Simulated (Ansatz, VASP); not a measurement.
## Ta: VASP beside Ansatz

INCAR

```
PREC = Accurate
ENCUT = 520
EDIFF = 1E-6
ISMEAR = 1
SIGMA = 0.15
LREAL = False
LASPH = True
NELM = 80
ALGO = Normal
ISIF = 2
LWAVE = False
LCHARG = False
GGA = PS
NBANDS = 18
```

KPOINTS

```
Automatic mesh
0
Gamma
  14 14 7
```

Contents of POSCAR:

```
Ta
1.0
    2.9728813717      0.0000000000      0.0000000000
   -1.4864406910      2.5745907975      0.0000000000
    0.0000000000      0.0000000000      4.9173339679
Ta
2
Direct
    0.6666666667      0.3333333333      0.7500000000
    0.3333333333      0.6666666667      0.2500000000
```

Input for Ansatz:

```yaml
crystal:
  lattice:
    - [2.97288137175, 0.0, 0.0]
    - [-1.4864406909999999, 2.5745907975, 0.0]
    - [0.0, 0.0, 4.917333967876265]
  atoms:
    - { symbol: Ta, position: [0.6666666666666666, 0.3333333333333333, 0.75] }
    - { symbol: Ta, position: [0.3333333333333333, 0.6666666666666666, 0.25] }
basis:
  ecutwfc: 450.0
kpoints:
  mp_grid:
    grid: [14, 14, 7]
hamiltonian:
  xc: pbesol
scf:
  occupations:
    method: cold
    width: 0.15
output:
  stress: true
```

Alike in both runs: task single point; functional PBEsol; k mesh 14 × 14 × 7; no spin polarisation.

|  | VASP | Ansatz |
| --- | --- | --- |
| version | VASP 6.6.1 | Ansatz 0.2.0 |
| potentials or method | VASP PAW PBE potentials, release 64 (Ta_pv), cutoff 520 eV | plane waves, PAW |
| occupations | methfessel-paxton of order 1, width 0.15 eV | cold, width 0.15 eV |
| valence electrons in the cell | 22 | 26 |

```tsv
	VASP	Ansatz	Ansatz less VASP
pressure (GPa)	-7.4	-7.4	-0.05
traceless stress, the component that is largest in VASP (GPa)	7.50	7.35	-0.153
```

VASP's potentials were made for PBE, not for PBEsol. VASP's potentials hold 22 valence electrons a cell and Ansatz's 26, so a difference there can come from the potentials and not from the codes.

Neither program's run includes spin-orbit coupling.
